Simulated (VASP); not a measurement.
# NbSi (Fm-3m) in VASP: notebook, part 2 of 2

VASP 6.6.1. The steps go on from the part before.

## (3) Single point, PBE

This run uses another cell than the first one, of 17.39 Å³/atom, 1.020 times its volume.

Contents of INCAR:

```
SYSTEM = NbSi
PREC = Accurate
ENCUT = 520
EDIFF = 1E-6
ISMEAR = -1
SIGMA = 0.05
LREAL = .FALSE.
LASPH = .TRUE.
NELM = 100
ALGO = Normal
ISIF = 2
LWAVE = .FALSE.
LCHARG = .FALSE.
GGA = PE
NBANDS = 16
```

Contents of KPOINTS:

```
Automatic mesh
0
G
  9 9 9
  0 0 0
```

Contents of POSCAR:

```
NbSi
1.0
    0.0000000000      2.5908757285      2.5908757285
    2.5908757285      0.0000000000      2.5908757285
    2.5908757285      2.5908757285      0.0000000000
Nb Si
1 1
Direct
    0.0000000000      0.0000000000      0.0000000000
    0.5000000000      0.5000000000      0.5000000000
```

Potentials or basis: VASP PAW PBE potentials, release 64 (Nb_sv, Si).

Command:

```console
> cat potpaw_PBE.64/Nb_sv/POTCAR potpaw_PBE.64/Si/POTCAR > POTCAR
> mpirun -np 1 vasp_std > vasp.out
```

OUTCAR:

```text
SYSTEM = NbSi
   PREC = Accurate
   ENCUT = 520
   EDIFF = 1E-6
   ISMEAR = -1
   LREAL = .FALSE.
   LASPH = .TRUE.
   NELM = 100
   ISIF = 2
   GGA = PE

 ion  position               nearest neighbor table
   1  0.000  0.000  0.000-   2 2.59   2 2.59   2 2.59   2 2.59   2 2.59   2 2.59
   2  0.500  0.500  0.500-   1 2.59   1 2.59   1 2.59   1 2.59   1 2.59   1 2.59

  LATTYP: Found a face centered cubic cell.
 ALAT       =     5.1817514570

  Lattice vectors:

 A1 = (   0.0000000000,   2.5908757285,   2.5908757285)
 A2 = (   2.5908757285,   0.0000000000,   2.5908757285)
 A3 = (   2.5908757285,   2.5908757285,   0.0000000000)

Analysis of symmetry for initial positions (statically):
=====================================================================
 Subroutine PRICEL returns:
 Original cell was already a primitive cell.

 Routine SETGRP: Setting up the symmetry group for a
 face centered cubic supercell.

 Subroutine GETGRP returns: Found 48 space group operations
 (whereof 48 operations were pure point group operations)
 out of a pool of 48 trial point group operations.

The static configuration has the point symmetry O_h .

Analysis of symmetry for dynamics (positions and initial velocities):
=====================================================================
 Subroutine PRICEL returns:
 Original cell was already a primitive cell.

 Routine SETGRP: Setting up the symmetry group for a
 face centered cubic supercell.

 Subroutine GETGRP returns: Found 48 space group operations
 (whereof 48 operations were pure point group operations)
 out of a pool of 48 trial point group operations.

The dynamic configuration has the point symmetry O_h .

 Subroutine INISYM returns: Found 48 space group operations
 (whereof 48 operations are pure point group operations),
 and found     1 'primitive' translations

----------------------------------------------------------------------------------------

                                     Primitive cell

  volume of cell :      34.7832

  direct lattice vectors                    reciprocal lattice vectors
     0.000000000  2.590875728  2.590875728    -0.192984941  0.192984941  0.192984941
     2.590875728  0.000000000  2.590875728     0.192984941 -0.192984941  0.192984941
     2.590875728  2.590875728  0.000000000     0.192984941  0.192984941 -0.192984941

  length of vectors
     3.664051594  3.664051594  3.664051594     0.334259723  0.334259723  0.334259723

  position of ions in fractional coordinates (direct lattice)
     0.000000000  0.000000000  0.000000000
     0.500000000  0.500000000  0.500000000

  ion indices of the primitive-cell ions
   primitive index   ion index
                 1           1
                 2           2

----------------------------------------------------------------------------------------

 KPOINTS: Automatic mesh

Automatic generation of k-mesh.
 Grid dimensions read from file:
 generate k-points for:    9    9    9

 Generating k-lattice:

  Cartesian coordinates                     Fractional coordinates (reciprocal lattice)
    -0.021442771  0.021442771  0.021442771     0.111111111  0.000000000  0.000000000
     0.021442771 -0.021442771  0.021442771     0.000000000  0.111111111  0.000000000
     0.021442771  0.021442771 -0.021442771     0.000000000  0.000000000  0.111111111

  Length of vectors
     0.037139969  0.037139969  0.037139969

  Shift w.r.t. Gamma in fractional coordinates (k-lattice)
     0.000000000  0.000000000  0.000000000

 Subroutine IBZKPT returns following result:
 ===========================================

 Found     35 irreducible k-points:

 Following reciprocal coordinates:
            Coordinates               Weight
  0.000000  0.000000  0.000000      1.000000
  0.111111  0.000000  0.000000      8.000000
  0.222222  0.000000  0.000000      8.000000
  0.333333  0.000000  0.000000      8.000000
  0.444444  0.000000  0.000000      8.000000
  0.111111  0.111111  0.000000      6.000000
[... 16 lines left out ...]
 -0.333333  0.333333  0.000000     12.000000
  0.444444  0.444444  0.000000      6.000000
 [... further k-points ...]
   k-points           NKPTS =     35   k-points in BZ     NKDIM =     35   number of bands    NBANDS=     16
   number of dos      NEDOS =    301   number of ions     NIONS =      2
   total plane-waves  NPLWV =  21952
   dimension x,y,z NGX =    28 NGY =   28 NGZ =   28
   dimension x,y,z NGXF=    56 NGYF=   56 NGZF=   56
   ions per type =               1   1
   NGX,Y,Z   is equivalent  to a cutoff of  12.70, 12.70, 12.70 a.u.
   NGXF,Y,Z  is equivalent  to a cutoff of  25.41, 25.41, 25.41 a.u.
 SYSTEM =  NbSi
   PREC   = accura    normal or accurate (medium, high low for compatibility)
   ISTART =      0    job   : 0-new  1-cont  2-samecut
   ICHARG =      2    charge: 1-file 2-atom 10-const
   ISPIN  =      1    spin polarized calculation?
   LNONCOLLINEAR =      F non collinear calculations
   LSORBIT =      F    spin-orbit coupling
   LASPH  =      T    aspherical Exc in radial PAW
   ENCUT  =  520.0 eV  38.22 Ry    6.18 a.u.   6.81  6.81  6.81*2*pi/ulx,y,z
   NELM   =    100;   NELMIN=  2; NELMDL= -5     # of ELM steps
   EDIFF  = 0.1E-05   stopping-criterion for ELM
   LREAL  =      F    real-space projection
   EDIFFG = 0.1E-04   stopping-criterion for IOM
   NSW    =      0    number of steps for IOM
   IBRION =     -1    ionic relax: 0-MD 1-quasi-New 2-CG
   NFREE  =      0    steps in history (QN), initial steepest desc. (CG)
   ISIF   =      2    stress and relaxation
   ISYM   =      2    0-nonsym 1-usesym 2-fastsym
   POTIM  = 0.5000    time-step for ionic-motion
   TEBEG  =    0.0;   TEEND  =   0.0 temperature during run
   PSTRESS=    0.0 pullay stress
   NELECT =      17.0000    total number of electrons
   NUPDOWN=      -1.0000    fix difference up-down
   EMIN   =  10.00;   EMAX   =-10.00  energy-range for DOS
   EFERMI =   0.00;   METHOD = LEGACY
   ISMEAR =    -1;   SIGMA  =   0.05  broadening in eV -4-tet -1-fermi 0-gaus
   EFERMI_NEDOS =   21; number of points for ismear=-14 and -15
   IALGO  =     38    algorithm
   IMIX   =      4    mixing-type and parameters
     AMIX     =   0.40;   BMIX     =  1.00
     AMIX_MAG =   1.60;   BMIX_MAG =  1.00
  volume/ion in A,a.u.               =      17.39       117.36
  Fermi-wavevector in a.u.,A,eV,Ry     =   1.289539  2.436876 22.625283  1.662911
  Thomas-Fermi vector in A             =   2.421426
   LORBIT       =      0    0 simple, 1 ext, 2 COOP (PROOUT), +10 PAW based schemes
   GGA     = PE    functional components
   LHFCALC =     F    Hartree Fock is set to
   AEXX    =    0.0000 exact exchange contribution
   IVDW    =     0    specifies the selected vdW correction
   LEPSILON=     F    determine dielectric tensor
   LRPA    =     F    only Hartree local field effects (RPA)
 non-spin polarized calculation
  energy-cutoff  :      520.00
  volume of cell :       34.78
 maximum number of plane-waves:       954
   NGX = 13   NGY = 13   NGZ = 13

 number of electron      17.0000001 magnetization

 Free energy of the ion-electron system (eV)
  ---------------------------------------------------
  ext. energy  EPLUGINS =         0.00000000
  ---------------------------------------------------
  free energy    TOTEN  =       -16.10102920 eV

  energy without entropy =      -16.09112607  energy(sigma->0) =      -16.09607764

 E-fermi :   9.9812     XC(G=0): -11.5001

 val. band max:        9.8904995670   @ k =  -0.4444   0.3333   0.0000
 cond. band min:       9.9904748177   @ k =   0.4444   0.2222   0.1111
 fundamental gap:      0.0999752507
 Fermi energy:         9.9812003860

 k-point     1 :       0.0000    0.0000    0.0000
  band No.  band energies     occupation
      1     -45.3293      2.00000
      2     -21.3424      2.00000
      3     -21.3424      2.00000
      4     -21.3424      2.00000
      5      -0.5651      2.00000
      6       8.7997      2.00000
[... 8 lines left out ...]
     15      19.1750      0.00000
     16      23.0941      0.00000

 k-point     2 :       0.1111    0.0000    0.0000
  band No.  band energies     occupation
      1     -45.3275      2.00000
      2     -21.3654      2.00000
      3     -21.3453      2.00000
      4     -21.3453      2.00000
      5      -0.3347      2.00000
      6       8.3733      2.00000
[... 8 lines left out ...]
     15      19.7944      0.00000
     16      22.2813      0.00000
[... 387 lines left out ...]
      5       2.3755      2.00000
      6       5.5472      2.00000
[... 8 lines left out ...]
     15      19.7091      0.00000
     16      21.0493      0.00000

 k-point    24 :       0.4444    0.4444    0.0000
  band No.  band energies     occupation
      1     -45.3099      2.00000
      2     -21.5084      2.00000
      3     -21.4091      2.00000
      4     -21.4091      2.00000
      5       1.6464      2.00000
      6       6.4012      2.00000
[... 8 lines left out ...]
     15      21.0374      0.00000
     16      23.4789      0.00000

 [... further k-points ...]
[... 5 lines left out ...]
  --------------------------------------------------------------------------------------
  -------------------------------------------------------------------------------------
  Total       -0.6646795     -0.6646795     -0.6646795      0.0000000      0.0000000     -0.0000000
  in kB      -30.6163273    -30.6163273    -30.6163273      0.0000000      0.0000000     -0.0000000
  external PRESSURE =     -30.6163273 kB  Pullay stress =       0.0000000 kB

 VOLUME and BASIS-vectors are now :
 -----------------------------------------------------------------------------
  energy-cutoff  :      520.00
  volume of cell :       34.78
      direct lattice vectors                 reciprocal lattice vectors
     0.000000000  2.590875728  2.590875728    -0.192984941  0.192984941  0.192984941
     2.590875728  0.000000000  2.590875728     0.192984941 -0.192984941  0.192984941
     2.590875728  2.590875728  0.000000000     0.192984941  0.192984941 -0.192984941

 POSITION                                       TOTAL-FORCE (eV/Angst)
 -----------------------------------------------------------------------------------
      0.00000      0.00000      0.00000         0.000000      0.000000     -0.000000
      2.59088      2.59088      2.59088        -0.000000     -0.000000      0.000000
 -----------------------------------------------------------------------------------
    total drift:                               -0.000000      0.000000      0.000000

  FREE ENERGIE OF THE ION-ELECTRON SYSTEM (eV)
  ---------------------------------------------------
  free  energy   TOTEN  =       -16.1010292044 eV

  energy  without entropy=      -16.0911260744  energy(sigma->0) =      -16.09607764
```

stdout:

```text
POSCAR found type information on POSCAR NbSi
 POSCAR found :  2 types and       2 ions
 scaLAPACK will be used
 LDA part: xc-table for (Slater+PW92), standard interpolation
 POSCAR, INCAR and KPOINTS ok, starting setup
 FFT: planning ... GRIDC
 FFT: planning ... GRID_SOFT
 FFT: planning ... GRID
 WAVECAR not read
 entering main loop
```

It took 8.6 s on 1 thread of Intel Xeon 6975P-C (Granite Rapids), shared host; peak memory 0.16 GiB.

What came out:

- Free energy: -16.1010 eV
- Pressure: -3.1 GPa

Levels at points of the mesh, in eV from the Fermi level:
| k point | band 7 | band 8 | band 9 | band 10 | band 11 | band 12 |
| --- | --- | --- | --- | --- | --- | --- |
| (0.00, 0.00, 0.00) | -1.18 | -1.18 | -0.67 | -0.67 | 2.39 | 2.39 |

## (4) Single point, PBE

Contents of INCAR:

```
  ALGO = Normal
  EDIFF = 1E-7
  ENCUT = 520
  GGA = PE
  ISIF = 2
  ISMEAR = -1
  LASPH = True
  LCHARG = False
  LREAL = False
  LWAVE = False
  NBANDS = 16
  NELM = 100
  PREC = Accurate
  SIGMA = 0.05
```

Contents of KPOINTS:

```
k-points
0
Gamma
  9 9 9
```

Contents of POSCAR:

```
NbSi
1.0
    0.0000000000      2.5738300000      2.5738300000
    2.5738300000      0.0000000000      2.5738300000
    2.5738300000      2.5738300000      0.0000000000
Nb Si
1 1
Direct
    0.0000000000      0.0000000000      0.0000000000
    0.5000000000      0.5000000000      0.5000000000
```

Command:

```console
> cat potpaw_PBE.64/Nb_sv/POTCAR potpaw_PBE.64/Si/POTCAR > POTCAR
> mpirun -np 1 vasp_std > vasp.out
```

Wall time 9.4 s (1 thread of Intel Xeon 6975P-C (Granite Rapids), shared host); peak memory 0.16 GiB.

Results (log left out):

* Free energy: -16.1078 eV
* Pressure: -0.2 GPa

Levels at points of the mesh, in eV from the Fermi level:
```csv
k point,band 7,band 8,band 9,band 10,band 11,band 12
"(0.00, 0.00, 0.00)",-1.22,-1.22,-0.69,-0.69,2.44,2.44
```

## (5) Single point, PBE

This run uses another cell than the first one, of 17.73 Å³/atom, 1.040 times its volume.

Contents of INCAR:

```
PREC = Accurate
ENCUT = 520
EDIFF = 1E-7
ISMEAR = -1
SIGMA = 0.05
LREAL = False
LASPH = True
NELM = 60
ALGO = Normal
ISIF = 2
LWAVE = False
LCHARG = True
GGA = PE
LELF = True
LVHAR = True
NBANDS = 16
```

Contents of KPOINTS:

```
regular mesh
0
Gamma
  9 9 9
```

Contents of POSCAR:

```
NbSi
1.0
    0.0000000000      2.6077000683      2.6077000683
    2.6077000683      0.0000000000      2.6077000683
    2.6077000683      2.6077000683      0.0000000000
Nb Si
1 1
Direct
    0.0000000000      0.0000000000      0.0000000000
    0.5000000000      0.5000000000      0.5000000000
```

Command:

```console
> cat potpaw_PBE.64/Nb_sv/POTCAR potpaw_PBE.64/Si/POTCAR > POTCAR
> mpirun -np 1 vasp_std > vasp.out
```

It took 9.2 s on 1 thread of Intel Xeon 6975P-C (Granite Rapids), shared host; peak memory 0.16 GiB.

The run converged. Its results:

```
Free energy : -16.0827 eV
Pressure    : -5.6 GPa
```

Levels at points of the mesh, in eV from the Fermi level:
```tsv
k point	band 5	band 6	band 7	band 8	band 9	band 10	band 11	band 12	band 13	band 14
(0.00, 0.00, 0.00)	-10.45	-1.14	-1.14	-1.14	-0.65	-0.65	2.33	2.33	2.33	8.33
```

## (6) Single point, PBE

This run uses another cell than the first one, of 18.07 Å³/atom, 1.060 times its volume.

Contents of INCAR:

```
PREC = Accurate
ENCUT = 520
EDIFF = 1E-6
ISMEAR = -1
SIGMA = 0.05
LREAL = False
LASPH = True
NELM = 60
ALGO = Normal
ISIF = 2
LWAVE = False
LCHARG = False
GGA = PE
NBANDS = 16
```

Contents of KPOINTS:

```
Automatic mesh
0
Gamma
  9 9 9
```

Contents of POSCAR:

```
NbSi
1.0
    0.0000000000      2.6243100707      2.6243100707
    2.6243100707      0.0000000000      2.6243100707
    2.6243100707      2.6243100707      0.0000000000
Nb Si
1 1
Direct
    0.0000000000      0.0000000000      0.0000000000
    0.5000000000      0.5000000000      0.5000000000
```

Potentials or basis: VASP PAW PBE potentials, release 64 (Nb_sv, Si).

Command:

```console
> cat potpaw_PBE.64/Nb_sv/POTCAR potpaw_PBE.64/Si/POTCAR > POTCAR
> mpirun -np 1 vasp_std > vasp.out
```

It took 8.1 s on 1 thread of Intel Xeon 6975P-C (Granite Rapids), shared host; peak memory 0.16 GiB.

It converged, with:

```
Free energy : -16.0538 eV
Pressure    : -8.0 GPa
```

Levels at points of the mesh, in eV from the Fermi level:
| k point | band 7 | band 8 | band 9 | band 10 | band 11 | band 12 |
| --- | --- | --- | --- | --- | --- | --- |
| (0.00, 0.00, 0.00) | -1.10 | -1.10 | -0.64 | -0.64 | 2.28 | 2.28 |

## (7) Summary

```tsv
cell	gap on the mesh (eV)	pressure (GPa)
a = 3.640 Å, angles 60.0°, 2 atoms	none	-0.2
a = 3.664 Å, angles 60.0°, 2 atoms	none	-3.1
a = 3.688 Å, angles 60.0°, 2 atoms	none	-5.6
a = 3.711 Å, angles 60.0°, 2 atoms	none	-8.0
```

Alike in all rows: task single point; level PBE; potentials or basis VASP PAW PBE potentials, release 64 (Nb_sv, Si); no spin polarisation; k mesh 9 × 9 × 9; cutoff (eV) 520; smearing fermi-dirac 0.05 eV.

Total energies depend on the potentials used, so only differences within one code and one set of settings carry meaning.
